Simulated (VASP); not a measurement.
Wanted: the native input for a VASP 6.6.1 run.

```yaml
Task: single point
Functional: PBEsol
Potentials_or_basis: VASP PAW PBE potentials, release 64 (Hf_pv, O)
Cutoff: 520 eV
k_mesh: 6 × 6 × 8
Occupations: fermi-dirac, width 0.05 eV
Spin: no spin polarisation
Dipole_correction: no
Further_INCAR_settings: ALGO = Normal; EDIFF = 1e-06; NBANDS = 31
```

The structure of HfO2 lies in POSCAR:

```
HfO2
1.0
    4.8135329900      0.0000000000      0.0000000000
    0.0000000000      4.8135329900      0.0000000000
    0.0000000000      0.0000000000      3.2054154100
Hf O
2 4
Direct
    0.5000000000      0.5000000000      0.5000000000
    0.0000000000      0.0000000000      0.0000000000
    0.8050448800      0.1949551200      0.5000000000
    0.6949551200      0.6949551200      0.0000000000
    0.3050448800      0.3050448800      0.0000000000
    0.1949551200      0.8050448800      0.5000000000
```

These files were run (other wordings do the same):

INCAR

```
PREC = Accurate
ENCUT = 520
EDIFF = 1E-6
ISMEAR = -1
SIGMA = 0.05
LREAL = F
LASPH = T
NELM = 60
ALGO = Normal
ISIF = 2
LWAVE = F
LCHARG = F
GGA = PS
NBANDS = 31
```

KPOINTS

```
regular mesh
0
Gamma
  6 6 8
```

Potentials or basis: VASP PAW PBE potentials, release 64 (Hf_pv, O).

Run with:

```sh
$ cat potpaw_PBE.64/Hf_pv/POTCAR potpaw_PBE.64/O/POTCAR > POTCAR
$ mpirun -np 1 vasp_std > vasp.out
```

It gave:

| Quantity | Value |
| --- | --- |
| Pressure | -0.9 GPa |
| Largest force | 0.031 eV/Å |
| Band gap on the k mesh | 3.87 eV, direct |

Caveat: the PAW data sets were made with another functional, which shifts forces and pressure a little; spin-orbit coupling is left out, which moves the levels of the heavy elements.

Run time: 38 s on 1 thread of Intel(R) Xeon(R) 6975P-C (Granite Rapids), with other jobs on the host, peak memory 0.23 GiB.
